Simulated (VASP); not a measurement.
A run of VASP 6.6.1 is set up as follows.

Contents of POSCAR:

```
NbC
1.0
    0.0000000000      2.2345500000      2.2345500000
    2.2345500000      0.0000000000      2.2345500000
    2.2345500000      2.2345500000      0.0000000000
Nb C
1 1
Direct
    0.0000000000      0.0000000000      0.0000000000
    0.5000000000      0.5000000000      0.5000000000
```

Contents of INCAR.step1:

```
SYSTEM = NbC
ALGO     = Normal         ! electronic algorithm
EDIFF    = 1E-5           ! SCF threshold, eV
ENCUT    = 660            ! plane-wave cutoff, eV
GGA      = PE             ! functional
GGA_COMPAT= .False.      
ISMEAR   = -1             ! smearing method
LASPH    = .True.         ! aspherical terms in the spheres
LCHARG   = .False.        ! write CHGCAR
LREAL    = .False.        ! projectors in reciprocal space
LWAVE    = .True.         ! write WAVECAR
NBANDS   = 16             ! bands
NELM     = 120            ! most SCF steps
PREC     = Accurate       ! precision mode
SIGMA    = 0.1            ! smearing width, eV
```

Contents of INCAR.step2:

```
SYSTEM = NbC
ALGO     = Normal         ! electronic algorithm
EDIFF    = 1E-6           ! SCF threshold, eV
ENCUT    = 660            ! plane-wave cutoff, eV
GGA_COMPAT= .False.      
ISIF     = 2              ! what is computed and relaxed
ISMEAR   = -1             ! smearing method
ISTART   = 1            
LASPH    = .True.         ! aspherical terms in the spheres
LCHARG   = .False.        ! write CHGCAR
LMIXTAU  = .True.       
LREAL    = .False.        ! projectors in reciprocal space
LWAVE    = .False.        ! write WAVECAR
METAGGA  = R2SCAN         ! meta-GGA
NBANDS   = 16             ! bands
NELM     = 120            ! most SCF steps
PREC     = Accurate       ! precision mode
SIGMA    = 0.1            ! smearing width, eV
```

The input KPOINTS:

```
k-points
0
Gamma
  9 9 9
  0 0 0
```

Potentials or basis: VASP PAW PBE potentials, release 64 (Nb_sv, C).

Command:

```sh
$ cat potpaw_PBE.64/Nb_sv/POTCAR potpaw_PBE.64/C/POTCAR > POTCAR
$ cp INCAR.step1 INCAR
$ mpirun -np 1 vasp_std > vasp.out
$ cp INCAR.step2 INCAR
$ mpirun -np 1 vasp_std > vasp.out
```

(1) Estimate the pressure.

Answers

(1) 2.5 GPa.

Caveat: the PAW data sets were made with another functional, which shifts forces and pressure a little.
